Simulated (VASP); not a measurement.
# LaScF: single point with PBE

Crystal: LaScF.

```
La Sc F
1.0
     3.80192    0.00000    0.00000
     0.00000    3.80192    0.00000
     0.00000    0.00000    5.08008
La Sc F
1 1 1
Direct
  0.00000 0.00000 0.00000
  0.00000 0.00000 0.50000
  0.50000 0.50000 0.50000
```

The cell was generated, and may not be a known phase.

| Item | Value |
| --- | --- |
| Program | VASP 6.6.1 |
| Task | single point |
| Functional | PBE |
| Potentials or basis | VASP PAW PBE potentials, release 64 (La, Sc_sv, F) |
| Cutoff | 520 eV |
| k mesh | 4 × 4 × 4 |
| Occupations | gaussian, width 0.1 eV |
| Spin | no spin polarisation |
| Dipole correction | no |
| Further INCAR settings | ALGO = Normal; EDIFF = 1e-06; NBANDS = 22 |

- Pressure: -0.6 GPa
- Band gap on the k mesh: zero (an odd number of electrons rules out a gap without spin polarisation)

Stress tensor (GPa, compression positive):
```
-9.40  0.00  0.00
 0.00 -9.40  0.00
 0.00  0.00 17.08
```

Levels at points of the mesh, in eV from the Fermi level:
```
           k point  band 12  band 13  band 14  band 15  band 16  band 17
(0.00, 0.00, 0.00)    -5.13    -2.23    -1.23    -0.93    -0.26    -0.26
(0.50, 0.00, 0.00)    -5.31    -1.26    -0.97    -0.30    -0.08     1.47
(0.50, 0.50, 0.00)    -5.01    -1.62    -1.62    -0.80    -0.79     1.81
(0.00, 0.00, 0.50)    -5.34    -0.82    -0.42    -0.16     0.16     0.67
(0.50, 0.00, 0.50)    -5.16    -0.57    -0.15     0.33     0.73     0.85
(0.50, 0.50, 0.50)    -5.16    -0.05     0.15     0.15     0.57     0.57
```

Run time: 30 s on 1 thread of Oxide Virtual Turin-like Processor (shared host), peak memory 0.18 GiB.

Caveat: the k points lie up to 0.41 Å⁻¹ apart, too coarse for converged energies and pressures of a metal; spin-orbit coupling is left out, which moves the levels of the heavy elements; an odd number of electrons without spin polarisation forces a metal; a magnetic or distorted state may lie lower.
